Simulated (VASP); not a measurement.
# Ge (Fd-3m) in VASP: further runs

The runs below take Ge through single point, with r2SCAN.

Program: VASP 6.6.1. These are calculated values, not measurements. Logs are shortened: lines on timing, memory, paths and dates and some standing lists are left out, and cuts for length are marked.

**1. The cell of the first run**

It takes space group Fd-3m (No. 227, cubic). Conventional cell: a = 5.672 Å, b = 5.672 Å, c = 5.672 Å, α = 90.00°, β = 90.00°, γ = 90.00°. Ge (site symmetry -43m) has 4 Ge at 2.46 Å within 3.2 Å.

**2. Single point, r2SCAN**

POSCAR

```
Ge
1.0
    0.0000000000      2.8360149687      2.8360149687
    2.8360149687      0.0000000000      2.8360149687
    2.8360149687      2.8360149687      0.0000000000
Ge
2
Direct
    0.5000000000      0.5000000000      0.5000000000
    0.7500000000      0.7500000000      0.7500000000
```

INCAR.step1

```
SYSTEM = Ge
PREC     = Accurate       ! precision mode
ENCUT    = 520            ! plane-wave cutoff, eV
ISMEAR   = 1              ! smearing method
SIGMA    = 1.0            ! smearing width, eV
LREAL    = .False.        ! projectors in reciprocal space
LASPH    = .True.         ! aspherical terms in the spheres
NELM     = 60             ! most SCF steps
NBANDS   = 21             ! bands
GGA      = PE             ! functional
ALGO     = Normal         ! electronic algorithm
EDIFF    = 1E-4           ! SCF threshold, eV
LWAVE    = .True.         ! write WAVECAR
LCHARG   = .False.        ! write CHGCAR
```

INCAR.step2

```
SYSTEM = Ge
PREC     = Accurate       ! precision mode
ENCUT    = 520            ! plane-wave cutoff, eV
EDIFF    = 1E-7           ! SCF threshold, eV
ISMEAR   = 1              ! smearing method
SIGMA    = 1.0            ! smearing width, eV
LREAL    = .False.        ! projectors in reciprocal space
LASPH    = .True.         ! aspherical terms in the spheres
NELM     = 60             ! most SCF steps
ALGO     = Normal         ! electronic algorithm
ISIF     = 2              ! what is computed and relaxed
LWAVE    = .False.        ! write WAVECAR
LCHARG   = .False.        ! write CHGCAR
METAGGA  = R2SCAN         ! meta-GGA
LMIXTAU  = .True.       
NBANDS   = 21             ! bands
ISTART   = 1
```

KPOINTS

```
Automatic mesh
0
Gamma
  10 10 10
  0 0 0
```

Potentials or basis: VASP PAW PBE potentials, release 64 (Ge_d).

Started as:

```sh
> cat potpaw_PBE.64/Ge_d/POTCAR > POTCAR
> cp INCAR.step1 INCAR
> mpirun -np 1 vasp_std > vasp.out
> cp INCAR.step2 INCAR
> mpirun -np 1 vasp_std > vasp.out
```

OUTCAR:

```text
SYSTEM = Ge
   PREC = Accurate
   ENCUT = 520
   EDIFF = 1E-7
   ISMEAR = 1
   LREAL = .False.
   LASPH = .True.
   NELM = 60
   ISIF = 2
   METAGGA = R2SCAN
   ISTART = 1

 ion  position               nearest neighbor table
   1  0.500  0.500  0.500-   2 2.46   2 2.46   2 2.46   2 2.46
   2  0.750  0.750  0.750-   1 2.46   1 2.46   1 2.46   1 2.46

  LATTYP: Found a face centered cubic cell.
 ALAT       =     5.6720299374

  Lattice vectors:

 A1 = (   0.0000000000,   2.8360149687,   2.8360149687)
 A2 = (   2.8360149687,   0.0000000000,   2.8360149687)
 A3 = (   2.8360149687,   2.8360149687,   0.0000000000)

Analysis of symmetry for initial positions (statically):
=====================================================================
 Subroutine PRICEL returns:
 Original cell was already a primitive cell.

 Routine SETGRP: Setting up the symmetry group for a
 face centered cubic supercell.

 Subroutine GETGRP returns: Found 48 space group operations
 (whereof 24 operations were pure point group operations)
 out of a pool of 48 trial point group operations.

The static configuration has the point symmetry T_d .
 The point group associated with its full space group is O_h .

Analysis of symmetry for dynamics (positions and initial velocities):
=====================================================================
 Subroutine PRICEL returns:
 Original cell was already a primitive cell.

 Routine SETGRP: Setting up the symmetry group for a
 face centered cubic supercell.

 Subroutine GETGRP returns: Found 48 space group operations
 (whereof 24 operations were pure point group operations)
 out of a pool of 48 trial point group operations.

The dynamic configuration has the point symmetry T_d .
 The point group associated with its full space group is O_h .

 Subroutine INISYM returns: Found 48 space group operations
 (whereof 24 operations are pure point group operations),
 and found     1 'primitive' translations

----------------------------------------------------------------------------------------

                                     Primitive cell

  volume of cell :      45.6200

  direct lattice vectors                    reciprocal lattice vectors
     0.000000000  2.836014969  2.836014969    -0.176303724  0.176303724  0.176303724
     2.836014969  0.000000000  2.836014969     0.176303724 -0.176303724  0.176303724
     2.836014969  2.836014969  0.000000000     0.176303724  0.176303724 -0.176303724

  length of vectors
     4.010730832  4.010730832  4.010730832     0.305367007  0.305367007  0.305367007

  position of ions in fractional coordinates (direct lattice)
     0.500000000  0.500000000  0.500000000
     0.750000000  0.750000000  0.750000000

  ion indices of the primitive-cell ions
   primitive index   ion index
                 1           1
                 2           2

----------------------------------------------------------------------------------------

 KPOINTS: Automatic mesh

Automatic generation of k-mesh.
 Grid dimensions read from file:
 generate k-points for:   10   10   10

 Generating k-lattice:

  Cartesian coordinates                     Fractional coordinates (reciprocal lattice)
    -0.017630372  0.017630372  0.017630372     0.100000000  0.000000000  0.000000000
     0.017630372 -0.017630372  0.017630372     0.000000000  0.100000000  0.000000000
     0.017630372  0.017630372 -0.017630372     0.000000000  0.000000000  0.100000000

  Length of vectors
     0.030536701  0.030536701  0.030536701

  Shift w.r.t. Gamma in fractional coordinates (k-lattice)
     0.000000000  0.000000000  0.000000000

 Subroutine IBZKPT returns following result:
 ===========================================

 Found     47 irreducible k-points:

 Following reciprocal coordinates:
            Coordinates               Weight
  0.000000  0.000000  0.000000      1.000000
  0.100000  0.000000  0.000000      8.000000
  0.200000  0.000000  0.000000      8.000000
  0.300000  0.000000  0.000000      8.000000
  0.400000  0.000000  0.000000      8.000000
  0.500000  0.000000  0.000000      4.000000
[... 16 lines left out ...]
  0.300000  0.300000  0.000000      6.000000
  0.400000  0.300000  0.000000     24.000000
 [... further k-points ...]
   k-points           NKPTS =     47   k-points in BZ     NKDIM =     47   number of bands    NBANDS=     21
   number of dos      NEDOS =    301   number of ions     NIONS =      2
   total plane-waves  NPLWV =  27000
   dimension x,y,z NGX =    30 NGY =   30 NGZ =   30
   dimension x,y,z NGXF=    60 NGYF=   60 NGZF=   60
   ions per type =               2
   NGX,Y,Z   is equivalent  to a cutoff of  12.44, 12.44, 12.44 a.u.
   NGXF,Y,Z  is equivalent  to a cutoff of  24.87, 24.87, 24.87 a.u.
 SYSTEM =  Ge
   PREC   = accura    normal or accurate (medium, high low for compatibility)
   ISTART =      1    job   : 0-new  1-cont  2-samecut
   ICHARG =      0    charge: 1-file 2-atom 10-const
   ISPIN  =      1    spin polarized calculation?
   LNONCOLLINEAR =      F non collinear calculations
   LSORBIT =      F    spin-orbit coupling
   LASPH  =      T    aspherical Exc in radial PAW
   ENCUT  =  520.0 eV  38.22 Ry    6.18 a.u.   7.46  7.46  7.46*2*pi/ulx,y,z
   NELM   =     60;   NELMIN=  2; NELMDL=  0     # of ELM steps
   EDIFF  = 0.1E-06   stopping-criterion for ELM
   LREAL  =      F    real-space projection
   EDIFFG = 0.1E-05   stopping-criterion for IOM
   NSW    =      0    number of steps for IOM
   IBRION =     -1    ionic relax: 0-MD 1-quasi-New 2-CG
   NFREE  =      0    steps in history (QN), initial steepest desc. (CG)
   ISIF   =      2    stress and relaxation
   ISYM   =      2    0-nonsym 1-usesym 2-fastsym
   POTIM  = 0.5000    time-step for ionic-motion
   TEBEG  =    0.0;   TEEND  =   0.0 temperature during run
   PSTRESS=    0.0 pullay stress
   NELECT =      28.0000    total number of electrons
   NUPDOWN=      -1.0000    fix difference up-down
   EMIN   =  10.00;   EMAX   =-10.00  energy-range for DOS
   EFERMI =   0.00;   METHOD = LEGACY
   ISMEAR =     1;   SIGMA  =   1.00  broadening in eV -4-tet -1-fermi 0-gaus
   EFERMI_NEDOS =   21; number of points for ismear=-14 and -15
   IALGO  =     38    algorithm
   IMIX   =      4    mixing-type and parameters
     AMIX     =   0.40;   BMIX     =  1.00
     AMIX_MAG =   1.60;   BMIX_MAG =  1.00
  volume/ion in A,a.u.               =      22.81       153.93
  Fermi-wavevector in a.u.,A,eV,Ry     =   1.391262  2.629104 26.335580  1.935611
  Thomas-Fermi vector in A             =   2.515118
   LORBIT       =      0    0 simple, 1 ext, 2 COOP (PROOUT), +10 PAW based schemes
   METAGGA = R2SCAN    functional components
   LHFCALC =     F    Hartree Fock is set to
   AEXX    =    0.0000 exact exchange contribution
   IVDW    =     0    specifies the selected vdW correction
   LEPSILON=     F    determine dielectric tensor
   LRPA    =     F    only Hartree local field effects (RPA)
 non-spin polarized calculation
 Methfessel and Paxton  Order N= 1 SIGMA  =   1.00
  energy-cutoff  :      520.00
  volume of cell :       45.62
 maximum number of plane-waves:      1244
 NGX is ok and might be reduce to    30
   NGX = 15   NGY = 15   NGZ = 15

 number of electron      28.0000016 magnetization

 Free energy of the ion-electron system (eV)
  ---------------------------------------------------
  ext. energy  EPLUGINS =         0.00000000
  ---------------------------------------------------
  free energy    TOTEN  =       -27.71576725 eV

  energy without entropy =      -27.81032647  energy(sigma->0) =      -27.74728699

 E-fermi :   5.1595     XC(G=0): -10.7787

 val. band max:        5.1479926468   @ k =   0.5000   0.0000   0.0000
 cond. band min:       5.2311774410   @ k =   0.4000   0.0000   0.0000
 fundamental gap:      0.0831847942
 Fermi energy:         5.1595305908

 k-point     1 :       0.0000    0.0000    0.0000
  band No.  band energies     occupation
      1     -20.7513      2.00000
      2     -20.7513      2.00000
      3     -20.7513      2.00000
      4     -20.7126      2.00000
      5     -20.7126      2.00000
      6     -20.4991      2.00000
[... 13 lines left out ...]
     20      14.6455     -0.00000
     21      14.6455     -0.00000

 k-point     2 :       0.1000    0.0000    0.0000
  band No.  band energies     occupation
      1     -20.7572      2.00000
      2     -20.7571      2.00000
      3     -20.7497      2.00000
      4     -20.7045      2.00000
      5     -20.7044      2.00000
      6     -20.5064      2.00000
[... 13 lines left out ...]
     20      13.9631     -0.00000
     21      13.9631     -0.00000

 k-point     3 :       0.2000    0.0000    0.0000
  band No.  band energies     occupation
      1     -20.7663      2.00000
      2     -20.7662      2.00000
      3     -20.7453      2.00000
      4     -20.6898      2.00000
      5     -20.6898      2.00000
      6     -20.5175      2.00000
[... 13 lines left out ...]
     20      13.4566     -0.00000
     21      13.4566     -0.00000

 k-point     4 :       0.3000    0.0000    0.0000
  band No.  band energies     occupation
      1     -20.7725      2.00000
      2     -20.7725      2.00000
      3     -20.7398      2.00000
      4     -20.6777      2.00000
      5     -20.6777      2.00000
      6     -20.5255      2.00000
[... 13 lines left out ...]
     20      13.8493     -0.00000
     21      13.8493     -0.00000

 k-point     5 :       0.4000    0.0000    0.0000
  band No.  band energies     occupation
      1     -20.7755      2.00000
      2     -20.7754      2.00000
      3     -20.7352      2.00000
      4     -20.6712      2.00000
      5     -20.6712      2.00000
      6     -20.5290      2.00000
[... 13 lines left out ...]
     20      15.1381     -0.00000
     21      15.1381     -0.00000
[... 382 lines left out ...]
     20      14.6166     -0.00000
     21      16.7495     -0.00000

 k-point    22 :      -0.2000    0.2000    0.0000
  band No.  band energies     occupation
      1     -20.7815      2.00000
      2     -20.7810      2.00000
      3     -20.7237      2.00000
      4     -20.6791      2.00000
      5     -20.6549      2.00000
      6     -20.5517      2.00000
[... 13 lines left out ...]
     20      15.2060     -0.00000
     21      15.7349     -0.00000

 k-point    23 :       0.3000    0.3000    0.0000
  band No.  band energies     occupation
      1     -20.7750      2.00000
      2     -20.7750      2.00000
      3     -20.7520      2.00000
      4     -20.6626      2.00000
      5     -20.6203      2.00000
      6     -20.6105      2.00000
[... 13 lines left out ...]
     20      16.2521     -0.00000
     21      16.5996     -0.00000

 k-point    24 :       0.4000    0.3000    0.0000
  band No.  band energies     occupation
      1     -20.7856      2.00000
      2     -20.7797      2.00000
      3     -20.7350      2.00000
      4     -20.6469      2.00000
      5     -20.6285      2.00000
      6     -20.6026      2.00000
[... 13 lines left out ...]
     20      17.0339     -0.00000
     21      17.0488     -0.00000

 [... further k-points ...]
[... 5 lines left out ...]
  --------------------------------------------------------------------------------------
  -------------------------------------------------------------------------------------
  Total        0.0233723      0.0233723      0.0233723     -0.0000000      0.0000000     -0.0000000
  in kB        0.8208362      0.8208362      0.8208362     -0.0000000      0.0000000     -0.0000000
  external PRESSURE =       0.8208362 kB  Pullay stress =       0.0000000 kB

 VOLUME and BASIS-vectors are now :
 -----------------------------------------------------------------------------
  energy-cutoff  :      520.00
  volume of cell :       45.62
      direct lattice vectors                 reciprocal lattice vectors
     0.000000000  2.836014969  2.836014969    -0.176303724  0.176303724  0.176303724
     2.836014969  0.000000000  2.836014969     0.176303724 -0.176303724  0.176303724
     2.836014969  2.836014969  0.000000000     0.176303724  0.176303724 -0.176303724

 POSITION                                       TOTAL-FORCE (eV/Angst)
 -----------------------------------------------------------------------------------
      2.83601      2.83601      2.83601        -0.000000     -0.000000     -0.000000
      4.25402      4.25402      4.25402         0.000000      0.000000      0.000000
 -----------------------------------------------------------------------------------
    total drift:                                0.000000     -0.000000     -0.000000

  FREE ENERGIE OF THE ION-ELECTRON SYSTEM (eV)
  ---------------------------------------------------
  free  energy   TOTEN  =       -27.7157672486 eV

  energy  without entropy=      -27.8103264725  energy(sigma->0) =      -27.74728699
```

It took 2.7 min on 1 thread of Intel Xeon Platinum 8375C at 2.90GHz (Ice Lake), shared host; peak memory 0.18 GiB.

Results:

* Free energy: -27.7158 eV
* Pressure: 0.1 GPa
* Band gap on the k mesh: 0.33 eV, direct

Caveat: the PAW data sets were made with another functional, which shifts forces and pressure a little.

(Part 1 of 2 ends here.)
